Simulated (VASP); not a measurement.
Set up this calculation in VASP 6.6.1, as the native input.

| Quantity | Value |
| --- | --- |
| Task | single point |
| Functional | LDA |
| Potentials or basis | VASP PAW LDA potentials, release 64 (Li_sv, H) |
| Cutoff | 520 eV |
| k mesh | 10 × 10 × 10 |
| Occupations | gaussian, width 0.05 eV |
| Spin | no spin polarisation |
| Dipole correction | no |
| Further INCAR settings | ALGO = Normal; EDIFF = 1e-07; NBANDS = 9 |

The structure of LiH lies in POSCAR:

```
LiH
1.0
    0.0000000000      1.8699000000      1.9512000000
    1.8699000000      0.0000000000      1.9512000000
    1.8699000000      1.8699000000      0.0000000000
Li H
1 1
Direct
    0.0000000000      0.0000000000      0.0000000000
    0.5000000000      0.5000000000      0.5000000000
```

This cell differs from its parent crystal: strain -0.080 along x and y, -0.040 along z.

One way to write it, as run:

INCAR

```
PREC = Accurate
ENCUT = 520
EDIFF = 1E-7
ISMEAR = 0
SIGMA = 0.05
LREAL = F
LASPH = T
NELM = 100
ALGO = Normal
ISIF = 2
LWAVE = F
LCHARG = F
NBANDS = 9
```

KPOINTS

```
Automatic mesh
0
Gamma
  10 10 10
```

Potentials or basis: VASP PAW LDA potentials, release 64 (Li_sv, H).

Command:

```sh
$ cat potpaw_LDA.64/Li_sv/POTCAR potpaw_LDA.64/H/POTCAR > POTCAR
$ mpirun -np 1 vasp_std > vasp.out
```

It gave:

```
Band gap on the k mesh : 1.89 eV, indirect (least direct gap 2.25 eV)
```

Caveat: the cell differs from its parent crystal (strain -0.080 along x and y, -0.040 along z).

Run time: 10 s on 1 thread of Intel Xeon 6975P-C, on a shared host, peak memory 0.12 GiB.
